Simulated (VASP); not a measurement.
# BN (P6_3mc) in VASP: further runs

The runs below take BN through relaxation of cell and atoms, with PBEsol+D4, PBE+D3(BJ), PBE+D4, revPBE.

Program: VASP 6.6.1. These are calculated values, not measurements. Logs are shortened: lines on timing, memory, paths and dates and some standing lists are left out, and cuts for length are marked.

## 1. The cell of the first run

Symmetry: P6_3mc, No. 186, hexagonal system. The conventional cell has a = 2.554 Å, b = 2.554 Å, c = 4.227 Å, α = 90.00°, β = 90.00°, γ = 120.00°. Within 2.1 Å of N (site symmetry 3m) lie 4 B at 1.57 to 1.58 Å. B (site symmetry 3m) has 4 N at 1.57 to 1.58 Å within 2.1 Å.

## 2. Relaxation of cell and atoms, PBEsol+D4

Input file INCAR:

```
ALGO     = Normal         # electronic algorithm
EDIFF    = 1E-7           # SCF threshold, eV
EDIFFG   = -0.01          # ionic threshold
ENCUT    = 600            # plane-wave cutoff, eV
GGA      = PS             # functional
IBRION   = 2              # ionic algorithm
ISIF     = 3              # what is computed and relaxed
ISMEAR   = -1             # smearing method
IVDW     = 13             # dispersion correction
LASPH    = T              # aspherical terms in the spheres
LCHARG   = F              # write CHGCAR
LREAL    = F              # projectors in reciprocal space
LWAVE    = F              # write WAVECAR
NELM     = 100            # most SCF steps
NSW      = 60             # ionic steps
PREC     = Accurate       # precision mode
SIGMA    = 0.05           # smearing width, eV
```

Input file KPOINTS:

```
k-points
0
Gamma
  12 12 6
```

Input file POSCAR:

```
BN
1.0
    2.5539396017      0.0000000000      0.0000000000
   -1.2769698009      2.2117765748      0.0000000000
    0.0000000000      0.0000000000      4.2268550000
N B
2 2
Direct
    0.3333333333      0.6666666667      0.1252760000
    0.6666666667      0.3333333333      0.6252760000
    0.3333333333      0.6666666667      0.4997240000
    0.6666666667      0.3333333333      0.9997240000
```

Potentials or basis: VASP PAW PBE potentials, release 64 (N, B).

Run with:

```bash
$ cat potpaw_PBE.64/N/POTCAR potpaw_PBE.64/B/POTCAR > POTCAR
$ mpirun -np 1 vasp_std > vasp.out
```

OUTCAR:

```text
EDIFF = 1E-7
   EDIFFG = -0.01
   ENCUT = 600
   GGA = PS
   IBRION = 2
   ISIF = 3
   ISMEAR = -1
   IVDW = 13
   LASPH = T
   LREAL = F
   NELM = 100
   NSW = 60
   PREC = Accurate

 ion  position               nearest neighbor table
   1  0.333  0.667  0.125-   4 1.57   4 1.57   4 1.57   3 1.58
   2  0.667  0.333  0.625-   3 1.57   3 1.57   3 1.57   4 1.58
   3  0.333  0.667  0.500-   2 1.57   2 1.57   2 1.57   1 1.58
   4  0.667  0.333  1.000-   1 1.57   1 1.57   1 1.57   2 1.58

  LATTYP: Found a hexagonal cell.
 ALAT       =     2.5539396017
 C/A-ratio  =     1.6550332659

  Lattice vectors:

 A1 = (   2.5539396017,   0.0000000000,   0.0000000000)
 A2 = (  -1.2769698009,   2.2117765748,   0.0000000000)
 A3 = (   0.0000000000,   0.0000000000,   4.2268550000)

Analysis of symmetry for initial positions (statically):
=====================================================================
 Subroutine PRICEL returns:
 Original cell was already a primitive cell.

 Routine SETGRP: Setting up the symmetry group for a
 hexagonal supercell.

 Subroutine GETGRP returns: Found 12 space group operations
 (whereof  6 operations were pure point group operations)
 out of a pool of 24 trial point group operations.

The static configuration has the point symmetry C_3v.
 The point group associated with its full space group is C_6v.

Analysis of symmetry for dynamics (positions and initial velocities):
=====================================================================
 Subroutine PRICEL returns:
 Original cell was already a primitive cell.

 Routine SETGRP: Setting up the symmetry group for a
 hexagonal supercell.

 Subroutine GETGRP returns: Found 12 space group operations
 (whereof  6 operations were pure point group operations)
 out of a pool of 24 trial point group operations.

The dynamic configuration has the point symmetry C_3v.
 The point group associated with its full space group is C_6v.

 Subroutine INISYM returns: Found 12 space group operations
 (whereof  6 operations are pure point group operations),
 and found     1 'primitive' translations

----------------------------------------------------------------------------------------

                                     Primitive cell

  volume of cell :      23.8764

  direct lattice vectors                    reciprocal lattice vectors
     2.553939602  0.000000000  0.000000000     0.391551938  0.226062617  0.000000000
    -1.276969801  2.211776575  0.000000000     0.000000000  0.452125233  0.000000000
     0.000000000  0.000000000  4.226855000     0.000000000  0.000000000  0.236582518

  length of vectors
     2.553939602  2.553939602  4.226855000     0.452125233  0.452125233  0.236582518

  position of ions in fractional coordinates (direct lattice)
     0.333333333  0.666666667  0.125276000
     0.666666667  0.333333333  0.625276000
     0.333333333  0.666666667  0.499724000
     0.666666667  0.333333333  0.999724000

  ion indices of the primitive-cell ions
   primitive index   ion index
                 1           1
                 2           2
                 3           3
                 4           4

----------------------------------------------------------------------------------------

 KPOINTS: k-points

Automatic generation of k-mesh.
 Grid dimensions read from file:
 generate k-points for:   12   12    6

 Generating k-lattice:

  Cartesian coordinates                     Fractional coordinates (reciprocal lattice)
     0.032629328  0.018838551  0.000000000     0.083333333  0.000000000  0.000000000
     0.000000000  0.037677103  0.000000000     0.000000000  0.083333333  0.000000000
     0.000000000  0.000000000  0.039430420     0.000000000  0.000000000  0.166666667

  Length of vectors
     0.037677103  0.037677103  0.039430420

  Shift w.r.t. Gamma in fractional coordinates (k-lattice)
     0.000000000  0.000000000  0.000000000

 Subroutine IBZKPT returns following result:
 ===========================================

 Found     76 irreducible k-points:

 Following reciprocal coordinates:
            Coordinates               Weight
  0.000000  0.000000  0.000000      1.000000
  0.083333  0.000000  0.000000      6.000000
  0.166667  0.000000  0.000000      6.000000
  0.250000  0.000000  0.000000      6.000000
  0.333333  0.000000  0.000000      6.000000
  0.416667  0.000000  0.000000      6.000000
[... 16 lines left out ...]
  0.250000  0.000000  0.166667     12.000000
  0.333333  0.000000  0.166667     12.000000
 [... further k-points ...]
   k-points           NKPTS =     76   k-points in BZ     NKDIM =     76   number of bands    NBANDS=     12
   number of dos      NEDOS =    301   number of ions     NIONS =      4
   total plane-waves  NPLWV =  14400
   dimension x,y,z NGX =    20 NGY =   20 NGZ =   36
   dimension x,y,z NGXF=    40 NGYF=   40 NGZF=   72
   ions per type =               2   2
   NGX,Y,Z   is equivalent  to a cutoff of  13.02, 13.02, 14.16 a.u.
   NGXF,Y,Z  is equivalent  to a cutoff of  26.04, 26.04, 28.32 a.u.
 SYSTEM =  unknown system
   PREC   = accura    normal or accurate (medium, high low for compatibility)
   ISTART =      0    job   : 0-new  1-cont  2-samecut
   ICHARG =      2    charge: 1-file 2-atom 10-const
   ISPIN  =      1    spin polarized calculation?
   LNONCOLLINEAR =      F non collinear calculations
   LSORBIT =      F    spin-orbit coupling
   LASPH  =      T    aspherical Exc in radial PAW
   ENCUT  =  600.0 eV  44.10 Ry    6.64 a.u.   5.10  5.10  8.44*2*pi/ulx,y,z
   NELM   =    100;   NELMIN=  2; NELMDL= -5     # of ELM steps
   EDIFF  = 0.1E-06   stopping-criterion for ELM
   LREAL  =      F    real-space projection
   EDIFFG = -.1E-01   stopping-criterion for IOM
   NSW    =     60    number of steps for IOM
   IBRION =      2    ionic relax: 0-MD 1-quasi-New 2-CG
   NFREE  =      1    steps in history (QN), initial steepest desc. (CG)
   ISIF   =      3    stress and relaxation
   ISYM   =      2    0-nonsym 1-usesym 2-fastsym
   POTIM  = 0.5000    time-step for ionic-motion
   TEBEG  =    0.0;   TEEND  =   0.0 temperature during run
   PSTRESS=    0.0 pullay stress
   NELECT =      16.0000    total number of electrons
   NUPDOWN=      -1.0000    fix difference up-down
   EMIN   =  10.00;   EMAX   =-10.00  energy-range for DOS
   EFERMI =   0.00;   METHOD = LEGACY
   ISMEAR =    -1;   SIGMA  =   0.05  broadening in eV -4-tet -1-fermi 0-gaus
   EFERMI_NEDOS =   21; number of points for ismear=-14 and -15
   IALGO  =     38    algorithm
   IMIX   =      4    mixing-type and parameters
     AMIX     =   0.40;   BMIX     =  1.00
     AMIX_MAG =   1.60;   BMIX_MAG =  1.00
  volume/ion in A,a.u.               =       5.97        40.28
  Fermi-wavevector in a.u.,A,eV,Ry     =   1.432600  2.707222 27.923836  2.052344
  Thomas-Fermi vector in A             =   2.552210
   LORBIT       =      0    0 simple, 1 ext, 2 COOP (PROOUT), +10 PAW based schemes
   GGA     = PS    functional components
   LHFCALC =     F    Hartree Fock is set to
   AEXX    =    0.0000 exact exchange contribution
   IVDW    =    13    specifies the selected vdW correction
   LEPSILON=     F    determine dielectric tensor
   LRPA    =     F    only Hartree local field effects (RPA)
 conjugate gradient relaxation of ions
 non-spin polarized calculation
  energy-cutoff  :      600.00
  volume of cell :       23.88
 maximum number of plane-waves:       807
   NGX = 11   NGY = 11   NGZ = 17

--------------------------------------- Ionic step        1  -------------------------------------------

 number of electron      16.0000003 magnetization

 Free energy of the ion-electron system (eV)
  ---------------------------------------------------
  ext. energy  EPLUGINS =         0.00000000
  ---------------------------------------------------
  free energy    TOTEN  =       -36.62834285 eV

  energy without entropy =      -36.62834285  energy(sigma->0) =      -36.62834285

------------------------ aborting loop because EDIFF is reached ----------------------------------------

  DFT-D4 for vdW energy calculation

  Edisp (eV):   -0.52699

  FORCE on cell =-STRESS in cart. coord.  units (eV):
  Direction    XX          YY          ZZ          XY          YZ          ZX
  --------------------------------------------------------------------------------------
  -------------------------------------------------------------------------------------
  Total      -1.27996    -1.27996    -1.37392     0.00000     0.00000     0.00000
  in kB     -85.88881   -85.88881   -92.19381     0.00000     0.00000     0.00000
  external pressure =      -87.99 kB  Pullay stress =        0.00 kB
[... 191 lines left out ...]
  energy  without entropy=      -37.1707165409  energy(sigma->0) =      -37.17071654

--------------------------------------- Ionic step        6  -------------------------------------------

 number of electron      16.0000003 magnetization

 Free energy of the ion-electron system (eV)
  ---------------------------------------------------
  ext. energy  EPLUGINS =         0.00000000
  ---------------------------------------------------
  free energy    TOTEN  =       -36.63271562 eV

  energy without entropy =      -36.63271562  energy(sigma->0) =      -36.63271562

 E-fermi :   8.6162     XC(G=0): -13.0696

 val. band max:        7.6864758671   @ k =   0.0000   0.0000   0.0000
 cond. band min:      12.6137418737   @ k =   0.3333   0.3333   0.0000
 fundamental gap:      4.9272660065
 Fermi energy:         8.6162472094

 k-point     1 :       0.0000    0.0000    0.0000
  band No.  band energies     occupation
      1     -12.8981      2.00000
      2      -8.6341      2.00000
      3      -3.4556      2.00000
      4       5.5207      2.00000
      5       5.5207      2.00000
      6       7.3956      2.00000
      7       7.6865      2.00000
      8       7.6865      2.00000
      9      16.0424      0.00000
     10      16.0424      0.00000
     11      16.3019      0.00000
     12      17.3212      0.00000
[... 331 lines left out ...]
 k-point    24 :       0.3333    0.0000    0.1667
  band No.  band energies     occupation
      1     -10.4070      2.00000
      2      -7.5671      2.00000
      3      -1.2960      2.00000
      4       0.1766      2.00000
      5       1.6312      2.00000
      6       3.2998      2.00000
      7       5.1266      2.00000
      8       5.7450      2.00000
      9      14.4727      0.00000
     10      15.9379      0.00000
     11      18.6139      0.00000
     12      18.7199      0.00000

 [... further k-points ...]

------------------------ aborting loop because EDIFF is reached ----------------------------------------

  DFT-D4 for vdW energy calculation

  Edisp (eV):   -0.53802

  FORCE on cell =-STRESS in cart. coord.  units (eV):
  Direction    XX          YY          ZZ          XY          YZ          ZX
  --------------------------------------------------------------------------------------
  -------------------------------------------------------------------------------------
  Total      -0.00166    -0.00166     0.00563     0.00000     0.00000     0.00000
  in kB      -0.11428    -0.11428     0.38696     0.00000     0.00000     0.00000
  external pressure =        0.05 kB  Pullay stress =        0.00 kB
[... 19 lines left out ...]
  FREE ENERGIE OF THE ION-ELECTRON SYSTEM (eV)
  ---------------------------------------------------
  free  energy   TOTEN  =       -37.1707354606 eV

  energy  without entropy=      -37.1707354606  energy(sigma->0) =      -37.17073546

 reached required accuracy - stopping structural energy minimisation
```

Wall time 70 s (1 thread of Intel Xeon Platinum 8488C (Sapphire Rapids), shared host); peak memory 0.14 GiB.

Results:

* Free energy: -37.1707 eV
* Relaxed volume: 5.83 Å³/atom
* Relaxed cell: a = 2.535 Å, b = 2.535 Å, c = 4.193 Å, α = 90.00°, β = 90.00°, γ = 120.00°
* Space group after relaxing (to 0.05 Å): P6_3mc (No. 186)
* Energy gained by relaxing: 3.9 meV/atom
* Ionic steps: 6
* Pressure after relaxing: 0.0 GPa
* Band gap on the k mesh: 4.93 eV, indirect (least direct gap 8.26 eV)
* Dispersion energy per atom: -0.135 eV

The path:
```csv
step,energy change (eV),largest force (eV/Å),pressure (GPa),volume (Å³)
1,0.0000,0.0098,-8.80,23.88
2,0.0023,0.0480,10.18,22.76
3,-0.0154,0.0178,-0.04,23.33
4,-0.0154,0.0184,0.14,23.32
5,-0.0154,0.0209,-0.14,23.33
6,-0.0154,0.0008,0.01,23.33
```

Final structure:
```cif
data_structure
_symmetry_space_group_name_H-M 'P 1'
_symmetry_Int_Tables_number 1
_cell_length_a 2.5346
_cell_length_b 2.5346
_cell_length_c 4.1926
_cell_angle_alpha 90.000
_cell_angle_beta 90.000
_cell_angle_gamma 120.000
_cell_volume 23.33
loop_
_atom_site_label
_atom_site_type_symbol
_atom_site_fract_x
_atom_site_fract_y
_atom_site_fract_z
_atom_site_occupancy
N1 N 0.33333 0.66667 0.12531 1
N2 N 0.66667 0.33333 0.62531 1
B1 B 0.33333 0.66667 0.49969 1
B2 B 0.66667 0.33333 0.99969 1
```

Caveat: the PAW data sets were made with another functional, which shifts forces and pressure a little.

## 3. Relaxation of cell and atoms, PBE+D3(BJ)

Input file INCAR:

```
PREC = Accurate
ENCUT = 600
EDIFF = 1E-6
ISMEAR = -1
SIGMA = 0.05
LREAL = False
LASPH = True
NELM = 60
ALGO = Normal
ISIF = 3
LWAVE = False
LCHARG = False
GGA = PE
IVDW = 12
IBRION = 2
NSW = 60
EDIFFG = -0.01
```

Input file KPOINTS:

```
Automatic mesh
0
Gamma
  12 12 6
```

POSCAR is that of step 2.

Potentials or basis: VASP PAW PBE potentials, release 64 (N, B).

Run with:

```bash
$ cat potpaw_PBE.64/N/POTCAR potpaw_PBE.64/B/POTCAR > POTCAR
$ mpirun -np 1 vasp_std > vasp.out
```

Wall time 45 s (1 thread of Intel Xeon Platinum 8488C (Sapphire Rapids), shared host); peak memory 0.16 GiB.

It converged, with:

```yaml
Free_energy: -35.6743 eV
Relaxed_volume: 5.88 Å³/atom
Relaxed_cell: a = 2.542 Å, b = 2.542 Å, c = 4.203 Å, α = 90.00°, β = 90.00°, γ = 120.00°
Space_group_after_relaxing_to_0.05_Å: P6_3mc (No. 186)
Energy_gained_by_relaxing: 1.6 meV/atom
Ionic_steps: 6
Pressure_after_relaxing: 0.0 GPa
Band_gap_on_the_k_mesh: 5.18 eV, indirect (least direct gap 8.31 eV)
Dispersion_energy_per_atom: -0.210 eV
```

Step by step:
| step | energy change (eV) | largest force (eV/Å) | pressure (GPa) | volume (Å³) |
| --- | --- | --- | --- | --- |
| 1 | 0.0000 | 0.0157 | -5.67 | 23.88 |
| 2 | 0.0004 | 0.0418 | 6.14 | 23.15 |
| 3 | -0.0065 | 0.0123 | -0.02 | 23.52 |
| 4 | -0.0065 | 0.0129 | 0.10 | 23.51 |
| 5 | -0.0065 | 0.0142 | -0.09 | 23.52 |
| 6 | -0.0065 | 0.0002 | 0.01 | 23.52 |

Final structure:
```
CELL_PARAMETERS angstrom
2.54163 0.00000 0.00000
-1.27081 2.20112 0.00000
0.00000 0.00000 4.20336
ATOMIC_POSITIONS crystal
N 0.33333 0.66667 0.12525
N 0.66667 0.33333 0.62525
B 0.33333 0.66667 0.49975
B 0.66667 0.33333 0.99975
```

Levels at points of the mesh, in eV from the valence-band top:
| k point | band 5 | band 6 | band 7 | band 8 | band 9 | band 10 | band 11 | band 12 |
| --- | --- | --- | --- | --- | --- | --- | --- | --- |
| (0.00, 0.00, 0.00) | -2.14 | -0.27 | 0.00 | 0.00 | 8.39 | 8.39 | 8.64 | 9.59 |
| (0.50, 0.00, 0.00) | -6.94 | -5.01 | -4.44 | -2.12 | 6.73 | 7.98 | 10.63 | 11.54 |
| (0.00, 0.00, 0.50) | -1.18 | -1.18 | -1.18 | -1.18 | 9.54 | 9.54 | 9.95 | 9.95 |
| (0.50, 0.00, 0.50) | -3.79 | -3.79 | -3.59 | -3.59 | 6.61 | 6.61 | 10.08 | 10.08 |

A k mesh can miss the band edges. As with any semilocal functional, this PBE gap is likely too small.

[end of part 1 of 2]
